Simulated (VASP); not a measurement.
# Zr2NbC2 (P-3m1) in VASP: notebook, part 2 of 2

VASP 6.6.1. The steps go on from the part before.

## (4) Single point, PBE, collinear spin

INCAR reads:

```
  PREC = Accurate
  ENCUT = 520
  EDIFF = 1E-7
  ISMEAR = 0
  SIGMA = 0.1
  LREAL = False
  LASPH = True
  NELM = 150
  ALGO = Normal
  ISIF = 2
  LWAVE = False
  LCHARG = True
  ISPIN = 2
  MAGMOM = 1 1 1 0 0
  LORBIT = 11
  LMAXMIX = 4
  GGA = PE
  LELF = True
  LVHAR = True
  NBANDS = 34
```

KPOINTS reads:

```
Automatic mesh
0
Gamma
  6 6 2
```

POSCAR reads:

```
Zr2NbC2
1.0
    3.2810590937      0.0000000000      0.0000000000
   -1.6405295469      2.8414805265      0.0000000000
    0.0000000000      0.0000000000      7.8956755045
Zr Nb C
2 1 2
Direct
    0.6666666667      0.3333333333      0.6824530857
    0.3333333333      0.6666666667      0.3175469143
    0.0000000000      0.0000000000      0.0000000000
    0.6666666667      0.3333333333      0.1631946827
    0.3333333333      0.6666666667      0.8368053173
```

Potentials or basis: VASP PAW PBE potentials, release 64 (Zr_sv, Nb_sv, C).

Started as:

```console
cat potpaw_PBE.64/Zr_sv/POTCAR potpaw_PBE.64/Nb_sv/POTCAR potpaw_PBE.64/C/POTCAR > POTCAR
mpirun -np 1 vasp_std > vasp.out
```

OUTCAR:

```text
PREC = Accurate
   ENCUT = 520
   EDIFF = 1E-7
   ISMEAR = 0
   LREAL = False
   LASPH = True
   NELM = 150
   ISIF = 2
   ISPIN = 2
   LORBIT = 11
   GGA = PE

 ion  position               nearest neighbor table
   1  0.667  0.333  0.682-   5 2.25   5 2.25   5 2.25   3 3.14   3 3.14   3 3.14   2 3.45   2 3.45
                             2 3.45
   2  0.333  0.667  0.318-   4 2.25   4 2.25   4 2.25   3 3.14   3 3.14   3 3.14   1 3.45   1 3.45
                             1 3.45
   3  0.000  0.000  0.000-   4 2.29   5 2.29   4 2.29   5 2.29   4 2.29   5 2.29   1 3.14   2 3.14
                             2 3.14   1 3.14   1 3.14   2 3.14
   4  0.667  0.333  0.163-   2 2.25   2 2.25   2 2.25   3 2.29   3 2.29   3 2.29
[... 1262 lines left out ...]
 POSITION                                       TOTAL-FORCE (eV/Angst)
 -----------------------------------------------------------------------------------
      1.64053      0.94716      5.38843         0.000000      0.000000     -0.103830
     -0.00000      1.89432      2.50725        -0.000000      0.000000      0.103830
      0.00000      0.00000      0.00000         0.000000      0.000000     -0.000000
      1.64053      0.94716      1.28853         0.000000     -0.000000     -0.042302
     -0.00000      1.89432      6.60714         0.000000      0.000000      0.042302
 -----------------------------------------------------------------------------------
    total drift:                                0.000000      0.000000      0.000000

  FREE ENERGIE OF THE ION-ELECTRON SYSTEM (eV)
  ---------------------------------------------------
  free  energy   TOTEN  =       -48.9990996530 eV

  energy  without entropy=      -48.9828289580  energy(sigma->0) =      -48.99096431

 total charge

# of ion       s       p       d       tot
------------------------------------------
    1        2.195   6.010   1.676   9.881
    2        2.195   6.010   1.676   9.881
    3        2.162   6.065   2.346  10.573
    4        0.885   1.505   0.000   2.390
    5        0.885   1.505   0.000   2.390
--------------------------------------------------
tot          8.322  21.096   5.698  35.115

 magnetization (x)

# of ion       s       p       d       tot
------------------------------------------
    1        0.000   0.000   0.000   0.000
    2        0.000   0.000   0.000   0.000
    3       -0.000   0.000  -0.000  -0.000
    4       -0.000  -0.000   0.000  -0.000
    5       -0.000  -0.000   0.000  -0.000
--------------------------------------------------
tot          0.000  -0.000   0.000   0.000
```

OSZICAR:

```text
N       E                     dE             d eps       ncg     rms          rms(c)
DAV:   1     0.442146927661E+03    0.44215E+03   -0.23700E+04  1904   0.134E+03
DAV:   2    -0.186471983576E+02   -0.46079E+03   -0.43758E+03  2232   0.440E+02
DAV:   3    -0.541481777367E+02   -0.35501E+02   -0.34734E+02  3280   0.999E+01
[... 11 lines left out ...]
DAV:  15    -0.489990258868E+02   -0.11601E-03   -0.16502E-04  2218   0.385E-02    0.217E-02
DAV:  16    -0.489990809991E+02   -0.55112E-04   -0.11652E-04  2408   0.335E-02    0.128E-02
DAV:  17    -0.489990988382E+02   -0.17839E-04   -0.75900E-05  2356   0.264E-02    0.365E-03
DAV:  18    -0.489990995618E+02   -0.72363E-06   -0.95449E-06  3248   0.109E-02    0.243E-03
DAV:  19    -0.489990996530E+02   -0.91205E-07   -0.24815E-07  2084   0.240E-03
   1 F= -.48999100E+02 E0= -.48990964E+02  d E =-.162707E-01  mag=     0.0003
```

stdout:

```text
POSCAR found type information on POSCAR ZrNbC
 POSCAR found :  3 types and       5 ions
 scaLAPACK will be used
 LDA part: xc-table for (Slater+PW92), standard interpolation
 POSCAR, INCAR and KPOINTS ok, starting setup
 FFT: planning ... GRIDC
 FFT: planning ... GRID_SOFT
 FFT: planning ... GRID
 WAVECAR not read
 entering main loop
```

It took 3.3 min on 1 thread of Intel Xeon 8259CL, shared host; peak memory 0.23 GiB.

What came out:

* Free energy: -48.9991 eV
* Pressure: -0.2 GPa
* Largest force: 0.104 eV/Å
* Net moment: 0.00 μB per cell
* Valence electrons inside the program's atomic spheres: Zr 9.88; Nb 10.57; C 2.39

Forces in eV/Å, atoms in the order of the input:
```
Zr   0.000  0.000 -0.104
Zr   0.000  0.000  0.104
Nb   0.000  0.000  0.000
C    0.000  0.000 -0.042
C    0.000  0.000  0.042
```

Levels at points of the mesh, in eV from the Fermi level:
Spin up:
```tsv
k point	band 20	band 21	band 22	band 23	band 24	band 25	band 26	band 27
(0.00, 0.00, 0.00)	-2.18	-1.86	-0.35	-0.35	0.19	1.77	1.77	2.49
(0.50, 0.00, 0.00)	-2.81	-2.28	-0.82	0.62	1.63	2.35	2.50	3.27
(0.00, 0.00, 0.50)	-2.07	-1.16	-0.33	-0.25	-0.25	1.45	1.45	1.73
(0.50, 0.00, 0.50)	-2.56	-2.13	-0.98	0.38	1.14	2.17	2.80	2.82
```
Spin down:
```tsv
k point	band 20	band 21	band 22	band 23	band 24	band 25	band 26	band 27
(0.00, 0.00, 0.00)	-2.18	-1.86	-0.35	-0.35	0.19	1.77	1.77	2.49
(0.50, 0.00, 0.00)	-2.81	-2.28	-0.82	0.63	1.63	2.35	2.50	3.27
(0.00, 0.00, 0.50)	-2.07	-1.16	-0.33	-0.25	-0.25	1.45	1.45	1.73
(0.50, 0.00, 0.50)	-2.56	-2.13	-0.98	0.38	1.14	2.17	2.80	2.82
```

Caveat: the k points lie up to 0.40 Å⁻¹ apart.

## (5) Single point, PBE

INCAR reads:

```
PREC = Accurate
ENCUT = 520
EDIFF = 1E-6
ISMEAR = 0
SIGMA = 0.1
LREAL = F
LASPH = T
NELM = 60
ALGO = Normal
ISIF = 2
LWAVE = F
LCHARG = F
GGA = PE
NBANDS = 30
```

KPOINTS reads:

```
Automatic mesh
0
Gamma
  12 12 6
```

POSCAR reads:

```
Zr2NbC2
1.0
    3.2923292184      0.0000000000      0.0000000000
   -1.6461646092      2.8512407407      0.0000000000
    0.0000000000      0.0000000000      7.8499311319
Zr Nb C
2 1 2
Direct
    0.6666666667      0.3333333333      0.6835345416
    0.3333333333      0.6666666667      0.3164654584
    0.0000000000      0.0000000000      0.0000000000
    0.6666666667      0.3333333333      0.1635444464
    0.3333333333      0.6666666667      0.8364555536
```

Potentials or basis: VASP PAW PBE potentials, release 64 (Zr_sv, Nb_sv, C).

Started as:

```console
cat potpaw_PBE.64/Zr_sv/POTCAR potpaw_PBE.64/Nb_sv/POTCAR potpaw_PBE.64/C/POTCAR > POTCAR
mpirun -np 1 vasp_std > vasp.out
```

OUTCAR:

```text
PREC = Accurate
   ENCUT = 520
   EDIFF = 1E-6
   ISMEAR = 0
   LREAL = F
   LASPH = T
   NELM = 60
   ISIF = 2
   GGA = PE

 ion  position               nearest neighbor table
   1  0.667  0.333  0.684-   5 2.25   5 2.25   5 2.25   3 3.13   3 3.13   3 3.13   2 3.45   2 3.45
                             2 3.45
   2  0.333  0.667  0.316-   4 2.25   4 2.25   4 2.25   3 3.13   3 3.13   3 3.13   1 3.45   1 3.45
                             1 3.45
   3  0.000  0.000  0.000-   4 2.29   5 2.29   5 2.29   4 2.29   4 2.29   5 2.29   1 3.13   2 3.13
                             2 3.13   1 3.13   2 3.13   1 3.13
   4  0.667  0.333  0.164-   2 2.25   2 2.25   2 2.25   3 2.29   3 2.29   3 2.29
   5  0.333  0.667  0.836-   1 2.25   1 2.25   1 2.25   3 2.29   3 2.29   3 2.29

  LATTYP: Found a hexagonal cell.
 ALAT       =     3.2923292184
 C/A-ratio  =     2.3843092872

  Lattice vectors:

 A1 = (   3.2923292184,   0.0000000000,   0.0000000000)
 A2 = (  -1.6461646092,   2.8512407407,   0.0000000000)
 A3 = (   0.0000000000,   0.0000000000,   7.8499311319)

Analysis of symmetry for initial positions (statically):
=====================================================================
 Subroutine PRICEL returns:
 Original cell was already a primitive cell.

[... 179 lines left out ...]
 fundamental gap:      0.0049096972
 Fermi energy:         9.9984127881

 k-point     1 :       0.0000    0.0000    0.0000
  band No.  band energies     occupation
      1     -45.3003      2.00000
      2     -38.6248      2.00000
      3     -38.5978      2.00000
      4     -21.4710      2.00000
      5     -21.1725      2.00000
      6     -21.1725      2.00000
[... 781 lines left out ...]
     29      12.9110      0.00000
     30      13.1262      0.00000

 [... further k-points ...]

------------------------ aborting loop because EDIFF is reached ----------------------------------------

  FORCE on cell =-STRESS in cart. coord.  units (eV):
  Direction    XX          YY          ZZ          XY          YZ          ZX
  --------------------------------------------------------------------------------------
  -------------------------------------------------------------------------------------
  Total       -0.0025454     -0.0025454     -0.0150773     -0.0000000      0.0000000      0.0000000
  in kB       -0.0553429     -0.0553429     -0.3278157     -0.0000000      0.0000000      0.0000000
  external PRESSURE =      -0.1461672 kB  Pullay stress =       0.0000000 kB

 VOLUME and BASIS-vectors are now :
 -----------------------------------------------------------------------------
  energy-cutoff  :      520.00
  volume of cell :       73.69
      direct lattice vectors                 reciprocal lattice vectors
     3.292329218  0.000000000  0.000000000     0.303736332  0.175362253  0.000000000
    -1.646164609  2.851240741  0.000000000     0.000000000  0.350724506  0.000000000
     0.000000000  0.000000000  7.849931132     0.000000000  0.000000000  0.127389653

 POSITION                                       TOTAL-FORCE (eV/Angst)
 -----------------------------------------------------------------------------------
      1.64616      0.95041      5.36570         0.000000      0.000000     -0.010626
     -0.00000      1.90083      2.48423        -0.000000     -0.000000      0.010626
      0.00000      0.00000      0.00000         0.000000      0.000000      0.000000
      1.64616      0.95041      1.28381        -0.000000     -0.000000     -0.025010
     -0.00000      1.90083      6.56612        -0.000000      0.000000      0.025010
 -----------------------------------------------------------------------------------
    total drift:                                0.000000     -0.000000     -0.000000

  FREE ENERGIE OF THE ION-ELECTRON SYSTEM (eV)
  ---------------------------------------------------
  free  energy   TOTEN  =       -48.9896588532 eV

  energy  without entropy=      -48.9786030759  energy(sigma->0) =      -48.98413096
```

OSZICAR:

```text
N       E                     dE             d eps       ncg     rms          rms(c)
DAV:   1     0.451083373781E+03    0.45108E+03   -0.23898E+04  6008   0.150E+03
DAV:   2    -0.166858587662E+02   -0.46777E+03   -0.45204E+03  7150   0.497E+02
DAV:   3    -0.547012297950E+02   -0.38015E+02   -0.37233E+02 10340   0.113E+02
DAV:   4    -0.573576880704E+02   -0.26565E+01   -0.26421E+01  9016   0.257E+01
DAV:   5    -0.574687355931E+02   -0.11105E+00   -0.11087E+00  9282   0.565E+00    0.282E+01
DAV:   6    -0.491242298412E+02    0.83445E+01   -0.57878E+01  7996   0.329E+01    0.105E+01
DAV:   7    -0.490351379470E+02    0.89092E-01   -0.46221E+00  9090   0.112E+01    0.598E+00
DAV:   8    -0.490506199737E+02   -0.15482E-01   -0.88075E-01  9252   0.551E+00    0.245E+00
DAV:   9    -0.489897186969E+02    0.60901E-01   -0.26293E-01  8954   0.319E+00    0.691E-01
DAV:  10    -0.489900072293E+02   -0.28853E-03   -0.51940E-02  8096   0.114E+00    0.351E-01
DAV:  11    -0.489896164417E+02    0.39079E-03   -0.59726E-03  8990   0.539E-01    0.128E-01
DAV:  12    -0.489896606594E+02   -0.44218E-04   -0.65383E-04  8862   0.169E-01    0.424E-02
DAV:  13    -0.489896563917E+02    0.42677E-05   -0.44294E-05  9624   0.476E-02    0.175E-02
DAV:  14    -0.489896584083E+02   -0.20166E-05   -0.83572E-06  8762   0.204E-02    0.467E-03
DAV:  15    -0.489896588532E+02   -0.44489E-06   -0.59694E-07  4704   0.543E-03
   1 F= -.48989659E+02 E0= -.48984131E+02  d E =-.110558E-01
```

It took 6 min on 1 thread of Intel Xeon 8259CL, shared host; peak memory 0.33 GiB.

What came out:

* Free energy: -48.9897 eV
* Pressure: 0.0 GPa
* Largest force: 0.025 eV/Å
* Band gap on the k mesh: zero (an odd number of electrons rules out a gap without spin polarisation)

Forces in eV/Å, atoms in the order of the input:
```
Zr   0.000  0.000 -0.011
Zr   0.000  0.000  0.011
Nb   0.000  0.000  0.000
C    0.000  0.000 -0.025
C    0.000  0.000  0.025
```

Levels at points of the mesh, in eV from the Fermi level:
| k point | band 20 | band 21 | band 22 | band 23 | band 24 | band 25 |
| --- | --- | --- | --- | --- | --- | --- |
| (0.00, 0.00, 0.00) | -2.21 | -1.83 | -0.34 | -0.34 | 0.30 | 1.84 |
| (0.50, 0.00, 0.00) | -2.76 | -2.28 | -0.83 | 0.61 | 1.76 | 2.38 |
| (0.00, 0.00, 0.50) | -2.09 | -1.14 | -0.24 | -0.24 | -0.19 | 1.51 |
| (0.50, 0.00, 0.50) | -2.50 | -2.13 | -0.97 | 0.39 | 1.24 | 2.18 |

## (6) Relaxation of cell and atoms, PBE

INCAR reads:

```
SYSTEM = Zr2NbC2
PREC = Accurate ; ENCUT = 600
EDIFF = 1E-6 ; ISMEAR = 0
SIGMA = 0.1 ; LREAL = .False.
LASPH = .True. ; NELM = 60
ALGO = Normal ; ISIF = 3
LWAVE = .False. ; LCHARG = .False.
GGA = PE ; IBRION = 2
NSW = 100 ; EDIFFG = -0.01
```

KPOINTS reads:

```
Automatic mesh
0
Gamma
  12 12 6
  0 0 0
```

POSCAR reads:

```
Zr2NbC2
1.0
    3.2810590937      0.0000000000      0.0000000000
   -1.6405295469      2.8414805265      0.0000000000
    0.0000000000      0.0000000000      7.8956755045
Zr Nb C
2 1 2
Direct
    0.6666666667      0.3333333333      0.6824530857
    0.3333333333      0.6666666667      0.3175469143
    0.0000000000      0.0000000000      0.0000000000
    0.6666666667      0.3333333333      0.1631946827
    0.3333333333      0.6666666667      0.8368053173
```

Potentials or basis: VASP PAW PBE potentials, release 64 (Zr_sv, Nb_sv, C).

Started as:

```console
cat potpaw_PBE.64/Zr_sv/POTCAR potpaw_PBE.64/Nb_sv/POTCAR potpaw_PBE.64/C/POTCAR > POTCAR
mpirun -np 1 vasp_std > vasp.out
```

It took 40 min on 1 thread of Intel Xeon 8259CL, shared host; peak memory 0.41 GiB.

The run converged. Its results:

```
Free energy                           : -48.9914 eV
Relaxed volume                        : 14.73 Å³/atom
Relaxed cell                          : a = 3.292 Å, b = 3.292 Å, c = 7.846 Å, α = 90.00°, β = 90.00°, γ = 120.00°
Space group after relaxing (to 0.1 Å) : P-3m1 (No. 164)
Energy gained by relaxing             : 0.7 meV/atom
Ionic steps                           : 9
Pressure after relaxing               : 0.0 GPa
Largest force after relaxing          : 0.006 eV/Å
Band gap on the k mesh                : zero (an odd number of electrons rules out a gap without spin polarisation)
```

Forces in eV/Å, atoms in the order of the input:
```
Zr   0.000  0.000  0.006
Zr   0.000  0.000 -0.006
Nb   0.000  0.000  0.000
C    0.000  0.000 -0.003
C    0.000  0.000  0.003
```

Stress tensor (GPa, compression positive):
```
-0.03  0.00  0.00
 0.00 -0.03  0.00
 0.00  0.00  0.06
```

The path:
```csv
step,energy change (eV),largest force (eV/Å),pressure (GPa),volume (Å³)
1,0.0000,0.1235,-0.27,73.61
2,-0.0030,0.0200,0.75,73.34
3,-0.0030,0.0041,0.64,73.38
4,-0.0029,0.0352,-0.66,73.88
5,-0.0036,0.0157,0.02,73.61
6,-0.0036,0.0161,0.03,73.62
7,-0.0034,0.0255,-0.33,73.75
8,-0.0036,0.0166,-0.02,73.63
9,-0.0036,0.0056,0.00,73.64
```

Final structure:
```
Zr Nb C
1.0
     3.29213    0.00000    0.00000
    -1.64607    2.85107    0.00000
     0.00000    0.00000    7.84550
Zr Nb C
2 1 2
Direct
  0.66667 0.33333 0.68336
  0.33333 0.66667 0.31664
  0.00000 0.00000 0.00000
  0.66667 0.33333 0.16343
  0.33333 0.66667 0.83657
```

Levels at points of the mesh, in eV from the Fermi level:
| k point | band 20 | band 21 | band 22 | band 23 | band 24 | band 25 |
| --- | --- | --- | --- | --- | --- | --- |
| (0.00, 0.00, 0.00) | -2.20 | -1.82 | -0.34 | -0.34 | 0.31 | 1.84 |
| (0.50, 0.00, 0.00) | -2.76 | -2.28 | -0.83 | 0.62 | 1.76 | 2.38 |
| (0.00, 0.00, 0.50) | -2.09 | -1.14 | -0.23 | -0.23 | -0.19 | 1.51 |
| (0.50, 0.00, 0.50) | -2.50 | -2.13 | -0.97 | 0.39 | 1.24 | 2.18 |

## (7) Summary

```tsv
task	spin	cell	k mesh	cutoff (eV)	gap on the mesh (eV)	pressure (GPa)	largest force (eV/Å)
single point	off	a = 3.281, b = 3.281, c = 7.896 Å, angles 90.0, 90.0, 120.0°, 5 atoms, atomic positions A	6 × 6 × 4	520	none	0.0	0.01
single point	off	a = 3.989, b = 3.989, c = 6.780 Å, angles 90.0, 90.0, 120.0°, 5 atoms, atomic positions B	6 × 6 × 4	520	none	-14.2	3.70
single point	collinear	a = 3.281, b = 3.281, c = 7.896 Å, angles 90.0, 90.0, 120.0°, 5 atoms, atomic positions A	6 × 6 × 2	520	none	-0.2	0.10
single point	off	a = 3.292, b = 3.292, c = 7.850 Å, angles 90.0, 90.0, 120.0°, 5 atoms, atomic positions C	12 × 12 × 6	520	none	0.0	0.03
relaxation of cell and atoms	off	relaxed from a = 3.281, b = 3.281, c = 7.896 Å, angles 90.0, 90.0, 120.0°, 5 atoms, atomic positions A	12 × 12 × 6	600	none	0.0	0.01
```

Alike in all rows: level PBE; potentials or basis VASP PAW PBE potentials, release 64 (Zr_sv, Nb_sv, C); smearing gaussian 0.1 eV.

Caveats: some runs use coarse meshes; the stress differs along the axes, from -16 to -10 GPa (at least some runs); forces of over 1 eV/Å act on the atoms, so gaps and moduli don't describe the material at rest (at least some runs).

Absolute energies hang on the potentials; compare differences alone.

The gap in the log of VASP goes by the Fermi energy; the results here count the filled bands.